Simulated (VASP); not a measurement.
# SiO2 (I-42d) in VASP: single point with PBE

Aim: the single point of SiO2 with PBE.

Everything below comes from runs of VASP 6.6.1. Logs are shortened: lines on timing, memory, paths and dates and some standing lists are left out, and cuts for length are marked.

### 1 The cell of the first run

Symmetry: I-42d, No. 122, tetragonal system. Conventional cell: a = 5.311 Å, b = 5.311 Å, c = 7.520 Å, α = 90.00°, β = 90.00°, γ = 90.00°. Within 2.2 Å of Si (site symmetry -4) lie 4 O at 1.63 Å. O (site symmetry 2) has 2 Si at 1.63 Å within 2.2 Å.

### 2 Single point, PBE

INCAR

```
SYSTEM = SiO2
  PREC = Accurate
  ENCUT = 520
  EDIFF = 1E-7
  ISMEAR = 0
  SIGMA = 0.02
  LREAL = .False.
  LASPH = .True.
  NELM = 100
  ALGO = Normal
  ISIF = 2
  LWAVE = .False.
  LCHARG = .False.
  GGA = PE
  NBANDS = 25
```

KPOINTS

```
regular mesh
0
Gamma
  6 6 6
  0 0 0
```

POSCAR

```
SiO2
1.0
   -2.6557086448      2.6557086448      3.7602445812
    2.6557086448     -2.6557086448      3.7602445812
    2.6557086448      2.6557086448     -3.7602445812
Si O
2 4
Direct
    0.0000000000      0.0000000000      0.0000000000
    0.7500000000      0.2500000000      0.5000000000
    0.3750000000      0.1293312814      0.2543312814
    0.8793312814      0.6250000000      0.7543312814
    0.8706687186      0.1250000000      0.2456687186
    0.8750000000      0.1206687186      0.7456687186
```

Potentials or basis: VASP PAW PBE potentials, release 64 (Si, O).

On the command line:

```
$ cat potpaw_PBE.64/Si/POTCAR potpaw_PBE.64/O/POTCAR > POTCAR
$ mpirun -np 1 vasp_std > vasp.out
```

OUTCAR:

```text
SYSTEM = SiO2
   PREC = Accurate
   ENCUT = 520
   EDIFF = 1E-7
   ISMEAR = 0
   LREAL = .False.
   LASPH = .True.
   NELM = 100
   ISIF = 2
   GGA = PE

 ion  position               nearest neighbor table
   1  0.000  0.000  0.000-   3 1.63   4 1.63   5 1.63   6 1.63
   2  0.750  0.250  0.500-   3 1.63   4 1.63   5 1.63   6 1.63
   3  0.375  0.129  0.254-   1 1.63   2 1.63
   4  0.879  0.625  0.754-   1 1.63   2 1.63
   5  0.871  0.125  0.246-   1 1.63   2 1.63
   6  0.875  0.121  0.746-   1 1.63   2 1.63

  LATTYP: Found a body centered tetragonal cell.
 ALAT       =     5.3114172896
 C/A-ratio  =     1.4159100580

  Lattice vectors:

 A1 = (  -2.6557086448,   2.6557086448,   3.7602445812)
 A2 = (   2.6557086448,  -2.6557086448,   3.7602445812)
 A3 = (   2.6557086448,   2.6557086448,  -3.7602445812)

Analysis of symmetry for initial positions (statically):
=====================================================================
 Subroutine PRICEL returns:
 Original cell was already a primitive cell.

 Routine SETGRP: Setting up the symmetry group for a
 body centered tetragonal supercell.

 Subroutine GETGRP returns: Found  8 space group operations
 (whereof  4 operations were pure point group operations)
 out of a pool of 16 trial point group operations.

The static configuration has the point symmetry S_4 .
 The point group associated with its full space group is D_2d.

Analysis of symmetry for dynamics (positions and initial velocities):
=====================================================================
 Subroutine PRICEL returns:
 Original cell was already a primitive cell.

 Routine SETGRP: Setting up the symmetry group for a
 body centered tetragonal supercell.

 Subroutine GETGRP returns: Found  8 space group operations
 (whereof  4 operations were pure point group operations)
 out of a pool of 16 trial point group operations.

The dynamic configuration has the point symmetry S_4 .
 The point group associated with its full space group is D_2d.

 Subroutine INISYM returns: Found  8 space group operations
 (whereof  4 operations are pure point group operations),
 and found     1 'primitive' translations

----------------------------------------------------------------------------------------

                                     Primitive cell

  volume of cell :     106.0808

  direct lattice vectors                    reciprocal lattice vectors
    -2.655708645  2.655708645  3.760244581     0.000000000  0.188273665  0.132970074
     2.655708645 -2.655708645  3.760244581     0.188273665  0.000000000  0.132970074
     2.655708645  2.655708645 -3.760244581     0.188273665  0.188273665  0.000000000

  length of vectors
     5.314604042  5.314604042  5.314604042     0.230495149  0.230495149  0.266259171

  position of ions in fractional coordinates (direct lattice)
     0.000000000  0.000000000  0.000000000
     0.750000000  0.250000000  0.500000000
     0.375000000  0.129331281  0.254331281
     0.879331281  0.625000000  0.754331281
     0.870668719  0.125000000  0.245668719
     0.875000000  0.120668719  0.745668719

  ion indices of the primitive-cell ions
   primitive index   ion index
                 1           1
                 2           2
                 3           3
                 4           4
                 5           5
                 6           6

----------------------------------------------------------------------------------------

 KPOINTS: regular mesh

Automatic generation of k-mesh.
 Grid dimensions read from file:
 generate k-points for:    6    6    6

 Generating k-lattice:

  Cartesian coordinates                     Fractional coordinates (reciprocal lattice)
     0.000000000  0.031378944  0.022161679     0.166666667  0.000000000 -0.000000000
     0.031378944  0.000000000  0.022161679     0.000000000  0.166666667 -0.000000000
     0.031378944  0.031378944  0.000000000     0.000000000  0.000000000  0.166666667

  Length of vectors
     0.038415858  0.038415858  0.044376528

  Shift w.r.t. Gamma in fractional coordinates (k-lattice)
     0.000000000  0.000000000  0.000000000

 Subroutine IBZKPT returns following result:
 ===========================================

 Found     30 irreducible k-points:

 Following reciprocal coordinates:
            Coordinates               Weight
  0.000000  0.000000  0.000000      1.000000
  0.166667  0.000000  0.000000      8.000000
  0.333333  0.000000 -0.000000      8.000000
  0.500000  0.000000 -0.000000      4.000000
  0.166667  0.166667  0.000000      8.000000
  0.333333  0.166667 -0.000000     16.000000
[... 16 lines left out ...]
 -0.333333 -0.333333  0.166667      8.000000
 -0.166667 -0.333333  0.166667      8.000000
 [... further k-points ...]
   k-points           NKPTS =     30   k-points in BZ     NKDIM =     30   number of bands    NBANDS=     25
   number of dos      NEDOS =    301   number of ions     NIONS =      6
   total plane-waves  NPLWV =  64000
   dimension x,y,z NGX =    40 NGY =   40 NGZ =   40
   dimension x,y,z NGXF=    80 NGYF=   80 NGZF=   80
   ions per type =               2   4
   NGX,Y,Z   is equivalent  to a cutoff of  12.51, 12.51, 12.51 a.u.
   NGXF,Y,Z  is equivalent  to a cutoff of  25.02, 25.02, 25.02 a.u.
 SYSTEM =  SiO2
   PREC   = accura    normal or accurate (medium, high low for compatibility)
   ISTART =      0    job   : 0-new  1-cont  2-samecut
   ICHARG =      2    charge: 1-file 2-atom 10-const
   ISPIN  =      1    spin polarized calculation?
   LNONCOLLINEAR =      F non collinear calculations
   LSORBIT =      F    spin-orbit coupling
   LASPH  =      T    aspherical Exc in radial PAW
   ENCUT  =  520.0 eV  38.22 Ry    6.18 a.u.   9.88  9.88  9.88*2*pi/ulx,y,z
   NELM   =    100;   NELMIN=  2; NELMDL= -5     # of ELM steps
   EDIFF  = 0.1E-06   stopping-criterion for ELM
   LREAL  =      F    real-space projection
   EDIFFG = 0.1E-05   stopping-criterion for IOM
   NSW    =      0    number of steps for IOM
   IBRION =     -1    ionic relax: 0-MD 1-quasi-New 2-CG
   NFREE  =      0    steps in history (QN), initial steepest desc. (CG)
   ISIF   =      2    stress and relaxation
   ISYM   =      2    0-nonsym 1-usesym 2-fastsym
   POTIM  = 0.5000    time-step for ionic-motion
   TEBEG  =    0.0;   TEEND  =   0.0 temperature during run
   PSTRESS=    0.0 pullay stress
   NELECT =      32.0000    total number of electrons
   NUPDOWN=      -1.0000    fix difference up-down
   EMIN   =  10.00;   EMAX   =-10.00  energy-range for DOS
   EFERMI =   0.00;   METHOD = LEGACY
   ISMEAR =     0;   SIGMA  =   0.02  broadening in eV -4-tet -1-fermi 0-gaus
   EFERMI_NEDOS =   21; number of points for ismear=-14 and -15
   IALGO  =     38    algorithm
   IMIX   =      4    mixing-type and parameters
     AMIX     =   0.40;   BMIX     =  1.00
     AMIX_MAG =   1.60;   BMIX_MAG =  1.00
  volume/ion in A,a.u.               =      17.68       119.31
  Fermi-wavevector in a.u.,A,eV,Ry     =   1.097941  2.074808 16.401489  1.205475
  Thomas-Fermi vector in A             =   2.234310
   LORBIT       =      0    0 simple, 1 ext, 2 COOP (PROOUT), +10 PAW based schemes
   GGA     = PE    functional components
   LHFCALC =     F    Hartree Fock is set to
   AEXX    =    0.0000 exact exchange contribution
   IVDW    =     0    specifies the selected vdW correction
   LEPSILON=     F    determine dielectric tensor
   LRPA    =     F    only Hartree local field effects (RPA)
 non-spin polarized calculation
 Gauss-broadening in eV      SIGMA  =   0.02
  energy-cutoff  :      520.00
  volume of cell :      106.08
 maximum number of plane-waves:      2884
   NGX = 19   NGY = 19   NGZ = 19

 number of electron      32.0000003 magnetization

 Free energy of the ion-electron system (eV)
  ---------------------------------------------------
  ext. energy  EPLUGINS =         0.00000000
  ---------------------------------------------------
  free energy    TOTEN  =       -47.40046549 eV

  energy without entropy =      -47.40046549  energy(sigma->0) =      -47.40046549

 E-fermi :  -0.9497     XC(G=0):  -7.3410

 val. band max:       -1.1170493208   @ k =   0.5000   0.0000  -0.0000
 cond. band min:       4.1477582554   @ k =   0.0000   0.0000   0.0000
 fundamental gap:      5.2648075762
 Fermi energy:        -0.9496861128

 k-point     1 :       0.0000    0.0000    0.0000
  band No.  band energies     occupation
      1     -20.3415      2.00000
      2     -18.4219      2.00000
      3     -18.4192      2.00000
      4     -18.4192      2.00000
      5     -11.0888      2.00000
      6      -6.9672      2.00000
[... 17 lines left out ...]
     24      10.7753      0.00000
     25      11.5302      0.00000

 k-point     2 :       0.1667    0.0000    0.0000
  band No.  band energies     occupation
      1     -20.2688      2.00000
      2     -18.5542      2.00000
      3     -18.4233      2.00000
      4     -18.4215      2.00000
      5     -10.8550      2.00000
      6      -7.0855      2.00000
[... 17 lines left out ...]
     24      10.8553      0.00000
     25      12.0074      0.00000

 k-point     3 :       0.3333    0.0000   -0.0000
  band No.  band energies     occupation
      1     -20.0852      2.00000
      2     -18.8543      2.00000
      3     -18.4279      2.00000
      4     -18.4260      2.00000
      5     -10.3181      2.00000
      6      -7.4089      2.00000
[... 552 lines left out ...]
 k-point    23 :      -0.3333   -0.3333    0.1667
  band No.  band energies     occupation
      1     -19.9027      2.00000
      2     -19.1018      2.00000
      3     -18.4363      2.00000
      4     -18.4322      2.00000
      5      -9.8052      2.00000
      6      -7.9496      2.00000
[... 17 lines left out ...]
     24      11.0533      0.00000
     25      11.2294      0.00000

 k-point    24 :      -0.1667   -0.3333    0.1667
  band No.  band energies     occupation
      1     -20.0861      2.00000
      2     -18.8495      2.00000
      3     -18.4294      2.00000
      4     -18.4287      2.00000
      5     -10.3078      2.00000
      6      -7.5108      2.00000
[... 17 lines left out ...]
     24      10.8467      0.00000
     25      11.5531      0.00000

 [... further k-points ...]

------------------------ aborting loop because EDIFF is reached ----------------------------------------

  FORCE on cell =-STRESS in cart. coord.  units (eV):
  Direction    XX          YY          ZZ          XY          YZ          ZX
  --------------------------------------------------------------------------------------
  -------------------------------------------------------------------------------------
  Total       -1.9759350     -1.9759350     -2.0211071      0.0000000      0.0000000      0.0000000
  in kB      -29.8432620    -29.8432620    -30.5255124      0.0000000      0.0000000      0.0000000
  external PRESSURE =     -30.0706788 kB  Pullay stress =       0.0000000 kB

 VOLUME and BASIS-vectors are now :
 -----------------------------------------------------------------------------
  energy-cutoff  :      520.00
  volume of cell :      106.08
      direct lattice vectors                 reciprocal lattice vectors
    -2.655708645  2.655708645  3.760244581     0.000000000  0.188273665  0.132970074
     2.655708645 -2.655708645  3.760244581     0.188273665  0.000000000  0.132970074
     2.655708645  2.655708645 -3.760244581     0.188273665  0.188273665  0.000000000

 POSITION                                       TOTAL-FORCE (eV/Angst)
 -----------------------------------------------------------------------------------
      0.00000      0.00000      0.00000        -0.000000      0.000000      0.000000
      0.00000      2.65571      1.88012         0.000000      0.000000      0.000000
      0.02301      1.32785      0.94006        -0.001913      0.000000      0.000000
      1.32785      2.67871      2.82018         0.000000     -0.001913      0.000000
     -1.32785      2.63270      2.82018        -0.000000      0.001913     -0.000000
     -0.02301      3.98356      0.94006         0.001913     -0.000000      0.000000
 -----------------------------------------------------------------------------------
    total drift:                                0.000006      0.000006      0.000005

  FREE ENERGIE OF THE ION-ELECTRON SYSTEM (eV)
  ---------------------------------------------------
  free  energy   TOTEN  =       -47.4004654948 eV

  energy  without entropy=      -47.4004654948  energy(sigma->0) =      -47.40046549
```

Wall time 2.4 min (1 thread of AMD EPYC 7R13, shared host); peak memory 0.23 GiB.

What came out:

- Free energy: -47.4005 eV
- Pressure: -3.0 GPa
- Band gap on the k mesh: 5.26 eV, indirect (the least direct gap lies 4.2 meV higher)

A k mesh can miss the band edges. Expect the measured gap to be larger: semilocal functionals such as PBE lack the derivative discontinuity.
